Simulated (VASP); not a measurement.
# Lu (P6_3/mmc) in VASP: notebook

Lu is run at these levels: r2SCAN; tasks: single point.

Program: VASP 6.6.1. These are calculated values, not measurements. Logs are shortened: lines on timing, memory, paths and dates and some standing lists are left out, and cuts for length are marked.

## 1. The cell of the first run

It takes space group P6_3/mmc (No. 194, hexagonal). Conventional cell: a = 3.505 Å, b = 3.505 Å, c = 5.470 Å, α = 90.00°, β = 90.00°, γ = 120.00°. Within 4.5 Å of Lu (site symmetry -6m2) lie 12 Lu at 3.40 to 3.50 Å.

## 2. Single point, r2SCAN

POSCAR reads:

```
Lu
1.0
    3.5048186286      0.0000000000      0.0000000000
   -1.7524093143      3.0352619680      0.0000000000
    0.0000000000      0.0000000000      5.4696750779
Lu
2
Direct
    0.3333333333      0.6666666667      0.2500000000
    0.6666666667      0.3333333333      0.7500000000
```

INCAR.step1 reads:

```
PREC = Accurate
ENCUT = 520
ISMEAR = 0
SIGMA = 0.01
LREAL = False
LASPH = True
NELM = 60
NBANDS = 32
GGA = PE
ALGO = Normal
EDIFF = 1E-4
LWAVE = True
LCHARG = False
```

INCAR.step2 reads:

```
PREC = Accurate
ENCUT = 520
EDIFF = 1E-6
ISMEAR = 0
SIGMA = 0.01
LREAL = False
LASPH = True
NELM = 60
ALGO = Normal
ISIF = 2
LWAVE = False
LCHARG = True
METAGGA = R2SCAN
LMIXTAU = True
LELF = True
LVHAR = True
NBANDS = 32
ISTART = 1
```

KPOINTS reads:

```
Automatic mesh
0
Gamma
  10 10 6
```

Potentials or basis: VASP PAW PBE potentials, release 64 (Lu).

The run is started by

```sh
$ cat potpaw_PBE.64/Lu/POTCAR > POTCAR
$ cp INCAR.step1 INCAR
$ mpirun -np 1 vasp_std > vasp.out
$ cp INCAR.step2 INCAR
$ mpirun -np 1 vasp_std > vasp.out
```

OUTCAR:

```text
PREC = Accurate
   ENCUT = 520
   EDIFF = 1E-6
   ISMEAR = 0
   LREAL = False
   LASPH = True
   NELM = 60
   ISIF = 2
   METAGGA = R2SCAN
   ISTART = 1

 ion  position               nearest neighbor table
   1  0.333  0.667  0.250-   2 3.40   2 3.40   2 3.40   2 3.40   2 3.40   2 3.40
   2  0.667  0.333  0.750-   1 3.40   1 3.40   1 3.40   1 3.40   1 3.40   1 3.40

  LATTYP: Found a hexagonal cell.
 ALAT       =     3.5048186286
 C/A-ratio  =     1.5606157287

  Lattice vectors:

 A1 = (   3.5048186286,   0.0000000000,   0.0000000000)
 A2 = (  -1.7524093143,   3.0352619680,   0.0000000000)
 A3 = (   0.0000000000,   0.0000000000,   5.4696750779)

Analysis of symmetry for initial positions (statically):
=====================================================================
 Subroutine PRICEL returns:
 Original cell was already a primitive cell.

 Routine SETGRP: Setting up the symmetry group for a
 hexagonal supercell.

 Subroutine GETGRP returns: Found 24 space group operations
 (whereof 12 operations were pure point group operations)
 out of a pool of 24 trial point group operations.

The static configuration has the point symmetry D_3d.
 The point group associated with its full space group is D_6h.

Analysis of symmetry for dynamics (positions and initial velocities):
=====================================================================
 Subroutine PRICEL returns:
 Original cell was already a primitive cell.

 Routine SETGRP: Setting up the symmetry group for a
 hexagonal supercell.

 Subroutine GETGRP returns: Found 24 space group operations
 (whereof 12 operations were pure point group operations)
 out of a pool of 24 trial point group operations.

The dynamic configuration has the point symmetry D_3d.
 The point group associated with its full space group is D_6h.

 Subroutine INISYM returns: Found 24 space group operations
 (whereof 12 operations are pure point group operations),
 and found     1 'primitive' translations

----------------------------------------------------------------------------------------

                                     Primitive cell

  volume of cell :      58.1866

  direct lattice vectors                    reciprocal lattice vectors
     3.504818629  0.000000000  0.000000000     0.285321469  0.164730427  0.000000000
    -1.752409314  3.035261968  0.000000000     0.000000000  0.329460854  0.000000000
     0.000000000  0.000000000  5.469675078     0.000000000  0.000000000  0.182826217

  length of vectors
     3.504818629  3.504818629  5.469675078     0.329460854  0.329460854  0.182826217

  position of ions in fractional coordinates (direct lattice)
     0.333333333  0.666666667  0.250000000
     0.666666667  0.333333333  0.750000000

  ion indices of the primitive-cell ions
   primitive index   ion index
                 1           1
                 2           2

----------------------------------------------------------------------------------------

 KPOINTS: Automatic mesh

Automatic generation of k-mesh.
 Grid dimensions read from file:
 generate k-points for:   10   10    6

 Generating k-lattice:

  Cartesian coordinates                     Fractional coordinates (reciprocal lattice)
     0.028532147  0.016473043  0.000000000     0.100000000 -0.000000000  0.000000000
     0.000000000  0.032946085  0.000000000     0.000000000  0.100000000  0.000000000
     0.000000000  0.000000000  0.030471036     0.000000000  0.000000000  0.166666667

  Length of vectors
     0.032946085  0.032946085  0.030471036

  Shift w.r.t. Gamma in fractional coordinates (k-lattice)
     0.000000000  0.000000000  0.000000000

 Subroutine IBZKPT returns following result:
 ===========================================

 Found     56 irreducible k-points:

 Following reciprocal coordinates:
            Coordinates               Weight
  0.000000  0.000000  0.000000      1.000000
  0.100000 -0.000000  0.000000      6.000000
  0.200000 -0.000000  0.000000      6.000000
  0.300000 -0.000000  0.000000      6.000000
  0.400000 -0.000000  0.000000      6.000000
  0.500000 -0.000000  0.000000      3.000000
[... 16 lines left out ...]
  0.300000  0.100000  0.166667     24.000000
  0.400000  0.100000  0.166667     24.000000
 [... further k-points ...]
   k-points           NKPTS =     56   k-points in BZ     NKDIM =     56   number of bands    NBANDS=     32
   number of dos      NEDOS =    301   number of ions     NIONS =      2
   total plane-waves  NPLWV =  32928
   dimension x,y,z NGX =    28 NGY =   28 NGZ =   42
   dimension x,y,z NGXF=    56 NGYF=   56 NGZF=   84
   ions per type =               2
   NGX,Y,Z   is equivalent  to a cutoff of  13.28, 13.28, 12.77 a.u.
   NGXF,Y,Z  is equivalent  to a cutoff of  26.56, 26.56, 25.53 a.u.
 SYSTEM =  unknown system
   PREC   = accura    normal or accurate (medium, high low for compatibility)
   ISTART =      1    job   : 0-new  1-cont  2-samecut
   ICHARG =      0    charge: 1-file 2-atom 10-const
   ISPIN  =      1    spin polarized calculation?
   LNONCOLLINEAR =      F non collinear calculations
   LSORBIT =      F    spin-orbit coupling
   LASPH  =      T    aspherical Exc in radial PAW
   ENCUT  =  520.0 eV  38.22 Ry    6.18 a.u.   6.52  6.52 10.17*2*pi/ulx,y,z
   NELM   =     60;   NELMIN=  2; NELMDL=  0     # of ELM steps
   EDIFF  = 0.1E-05   stopping-criterion for ELM
   LREAL  =      F    real-space projection
   EDIFFG = 0.1E-04   stopping-criterion for IOM
   NSW    =      0    number of steps for IOM
   IBRION =     -1    ionic relax: 0-MD 1-quasi-New 2-CG
   NFREE  =      0    steps in history (QN), initial steepest desc. (CG)
   ISIF   =      2    stress and relaxation
   ISYM   =      2    0-nonsym 1-usesym 2-fastsym
   POTIM  = 0.5000    time-step for ionic-motion
   TEBEG  =    0.0;   TEEND  =   0.0 temperature during run
   PSTRESS=    0.0 pullay stress
   NELECT =      50.0000    total number of electrons
   NUPDOWN=      -1.0000    fix difference up-down
   EMIN   =  10.00;   EMAX   =-10.00  energy-range for DOS
   EFERMI =   0.00;   METHOD = LEGACY
   ISMEAR =     0;   SIGMA  =   0.01  broadening in eV -4-tet -1-fermi 0-gaus
   EFERMI_NEDOS =   21; number of points for ismear=-14 and -15
   IALGO  =     38    algorithm
   IMIX   =      4    mixing-type and parameters
     AMIX     =   0.40;   BMIX     =  1.00
     AMIX_MAG =   1.60;   BMIX_MAG =  1.00
  volume/ion in A,a.u.               =      29.09       196.33
  Fermi-wavevector in a.u.,A,eV,Ry     =   1.556409  2.941187 32.958877  2.422409
  Thomas-Fermi vector in A             =   2.660209
   LORBIT       =      0    0 simple, 1 ext, 2 COOP (PROOUT), +10 PAW based schemes
   METAGGA = R2SCAN    functional components
   LHFCALC =     F    Hartree Fock is set to
   AEXX    =    0.0000 exact exchange contribution
   IVDW    =     0    specifies the selected vdW correction
   LEPSILON=     F    determine dielectric tensor
   LRPA    =     F    only Hartree local field effects (RPA)
 non-spin polarized calculation
 Gauss-broadening in eV      SIGMA  =   0.01
  energy-cutoff  :      520.00
  volume of cell :       58.19
 maximum number of plane-waves:      1616
 NGX is ok and might be reduce to    28
   NGX = 13   NGY = 13   NGZ = 21

 number of electron      49.9999994 magnetization

 Free energy of the ion-electron system (eV)
  ---------------------------------------------------
  ext. energy  EPLUGINS =         0.00000000
  ---------------------------------------------------
  free energy    TOTEN  =       -76.11261775 eV

  energy without entropy =      -76.11230248  energy(sigma->0) =      -76.11246012

 E-fermi :   2.1538     XC(G=0): -11.6049

 val. band max:        2.1409655517   @ k =   0.2000   0.2000   0.1667
 cond. band min:       2.1540036525   @ k =   0.4000   0.1000   0.3333
 fundamental gap:      0.0130381008
 Fermi energy:         2.1537541462

 k-point     1 :       0.0000    0.0000    0.0000
  band No.  band energies     occupation
      1     -55.7050      2.00000
      2     -55.6662      2.00000
      3     -26.0121      2.00000
      4     -25.5551      2.00000
      5     -25.5551      2.00000
      6     -25.4694      2.00000
[... 24 lines left out ...]
     31       5.9606      0.00000
     32       5.9606      0.00000

 k-point     2 :       0.1000   -0.0000    0.0000
  band No.  band energies     occupation
      1     -55.7025      2.00000
      2     -55.6654      2.00000
      3     -25.9955      2.00000
      4     -25.5873      2.00000
      5     -25.5663      2.00000
      6     -25.5034      2.00000
[... 24 lines left out ...]
     31       5.6358      0.00000
     32       5.7068      0.00000

 k-point     3 :       0.2000   -0.0000    0.0000
  band No.  band energies     occupation
      1     -55.6958      2.00000
      2     -55.6635      2.00000
      3     -25.9492      2.00000
      4     -25.6722      2.00000
      5     -25.5943      2.00000
      6     -25.5899      2.00000
[... 24 lines left out ...]
     31       6.0992      0.00000
     32       6.2850      0.00000

 k-point     4 :       0.3000   -0.0000    0.0000
  band No.  band energies     occupation
      1     -55.6868      2.00000
      2     -55.6618      2.00000
      3     -25.8826      2.00000
      4     -25.7781      2.00000
      5     -25.6917      2.00000
      6     -25.6274      2.00000
[... 24 lines left out ...]
     31       6.9022      0.00000
     32       7.2581      0.00000

 k-point     5 :       0.4000   -0.0000    0.0000
  band No.  band energies     occupation
      1     -55.6785      2.00000
      2     -55.6614      2.00000
      3     -25.8641      2.00000
      4     -25.8131      2.00000
      5     -25.7705      2.00000
      6     -25.6531      2.00000
[... 584 lines left out ...]
     31       5.9896      0.00000
     32       6.4404      0.00000

 k-point    22 :       0.2000    0.1000    0.1667
  band No.  band energies     occupation
      1     -55.6882      2.00000
      2     -55.6641      2.00000
      3     -25.9008      2.00000
      4     -25.7113      2.00000
      5     -25.6838      2.00000
      6     -25.6072      2.00000
[... 24 lines left out ...]
     31       6.5221      0.00000
     32       7.1181      0.00000

 k-point    23 :       0.3000    0.1000    0.1667
  band No.  band energies     occupation
      1     -55.6799      2.00000
      2     -55.6627      2.00000
      3     -25.8851      2.00000
      4     -25.7888      2.00000
      5     -25.7315      2.00000
      6     -25.6458      2.00000
[... 24 lines left out ...]
     31       7.6197      0.00000
     32       7.9377      0.00000

 k-point    24 :       0.4000    0.1000    0.1667
  band No.  band energies     occupation
      1     -55.6739      2.00000
      2     -55.6628      2.00000
      3     -25.9117      2.00000
      4     -25.8231      2.00000
      5     -25.7312      2.00000
      6     -25.6611      2.00000
[... 24 lines left out ...]
     31       8.3378      0.00000
     32       8.6269      0.00000

 [... further k-points ...]

------------------------ aborting loop because EDIFF is reached ----------------------------------------

  FORCE on cell =-STRESS in cart. coord.  units (eV):
  Direction    XX          YY          ZZ          XY          YZ          ZX
  --------------------------------------------------------------------------------------
  -------------------------------------------------------------------------------------
  Total        0.0539530      0.0539530     -0.2314347      0.0000000      0.0000000      0.0000000
  in kB        1.4856027      1.4856027     -6.3725863      0.0000000      0.0000000      0.0000000
  external PRESSURE =      -1.1337936 kB  Pullay stress =       0.0000000 kB

 VOLUME and BASIS-vectors are now :
 -----------------------------------------------------------------------------
  energy-cutoff  :      520.00
  volume of cell :       58.19
      direct lattice vectors                 reciprocal lattice vectors
     3.504818629  0.000000000  0.000000000     0.285321469  0.164730427  0.000000000
    -1.752409314  3.035261968  0.000000000     0.000000000  0.329460854  0.000000000
     0.000000000  0.000000000  5.469675078     0.000000000  0.000000000  0.182826217

 POSITION                                       TOTAL-FORCE (eV/Angst)
 -----------------------------------------------------------------------------------
     -0.00000      2.02351      1.36742         0.000000      0.000000      0.000000
      1.75241      1.01175      4.10226        -0.000000     -0.000000      0.000000
 -----------------------------------------------------------------------------------
    total drift:                               -0.000000      0.000000     -0.000000

  FREE ENERGIE OF THE ION-ELECTRON SYSTEM (eV)
  ---------------------------------------------------
  free  energy   TOTEN  =       -76.1126177537 eV

  energy  without entropy=      -76.1123024841  energy(sigma->0) =      -76.11246012
```

It took 3.8 min on 1 thread of Intel Xeon 6975P-C (Granite Rapids), shared host; peak memory 0.24 GiB.

Results:

```yaml
Free_energy: -76.1126 eV
Pressure: -0.1 GPa
Band_gap_on_the_k_mesh: zero (bands 25 and 26 overlap by 1.99 eV)
```

Levels at points of the mesh, in eV from the Fermi level:
```tsv
k point	band 23	band 24	band 25	band 26	band 27	band 28
(0.00, 0.00, 0.00)	-5.02	-2.39	0.56	2.46	2.46	2.93
(0.50, 0.00, 0.00)	-2.37	-1.42	-0.83	-0.42	1.74	2.12
(0.00, 0.00, 0.50)	-4.53	-4.53	1.37	1.37	2.37	2.37
(0.50, 0.00, 0.50)	-2.11	-2.11	0.10	0.10	1.47	1.47
```

Caveat: the PAW data sets were made with another functional, which shifts forces and pressure a little; spin-orbit coupling is left out, which moves the levels of the heavy elements.

## 3. Single point, r2SCAN

POSCAR is that of step 2.

INCAR.step1 reads:

```
SYSTEM = Lu
ALGO = Normal
EDIFF = 1E-4
ENCUT = 520
GGA = PE
ISMEAR = 0
LASPH = .TRUE.
LCHARG = .FALSE.
LREAL = .FALSE.
LWAVE = .TRUE.
NBANDS = 32
NELM = 100
PREC = Accurate
SIGMA = 0.03
```

INCAR.step2 reads:

```
SYSTEM = Lu
ALGO = Normal
EDIFF = 1E-6
ENCUT = 520
ISIF = 2
ISMEAR = 0
ISTART = 1
LASPH = .TRUE.
LCHARG = .FALSE.
LMIXTAU = .TRUE.
LREAL = .FALSE.
LWAVE = .FALSE.
METAGGA = R2SCAN
NBANDS = 32
NELM = 100
PREC = Accurate
SIGMA = 0.03
```

KPOINTS reads:

```
k-points
0
G
  10 10 6
  0 0 0
```

Potentials or basis: VASP PAW PBE potentials, release 64 (Lu).

The run is started by

```sh
$ cat potpaw_PBE.64/Lu/POTCAR > POTCAR
$ cp INCAR.step1 INCAR
$ mpirun -np 1 vasp_std > vasp.out
$ cp INCAR.step2 INCAR
$ mpirun -np 1 vasp_std > vasp.out
```

Run time: 3.7 min. Hardware: 1 thread of Intel Xeon 6975P-C (Granite Rapids), shared host; peak memory 0.24 GiB.

It converged, with:

```
Free energy            : -76.1137 eV
Pressure               : 0.0 GPa
Band gap on the k mesh : zero (bands 25 and 26 overlap by 1.99 eV)
```

Stress tensor (GPa, compression positive):
```
 0.16  0.00  0.00
 0.00  0.16  0.00
 0.00  0.00 -0.40
```

Levels at points of the mesh, in eV from the Fermi level:
| k point | band 23 | band 24 | band 25 | band 26 | band 27 | band 28 |
| --- | --- | --- | --- | --- | --- | --- |
| (0.00, 0.00, 0.00) | -5.02 | -2.40 | 0.56 | 2.45 | 2.45 | 2.93 |
| (0.50, 0.00, 0.00) | -2.38 | -1.42 | -0.83 | -0.42 | 1.74 | 2.12 |
| (0.00, 0.00, 0.50) | -4.53 | -4.53 | 1.37 | 1.37 | 2.37 | 2.37 |
| (0.50, 0.00, 0.50) | -2.11 | -2.11 | 0.10 | 0.10 | 1.47 | 1.47 |

Caveat: the PAW data sets were made with another functional, which shifts forces and pressure a little; spin-orbit coupling is left out, which moves the levels of the heavy elements.
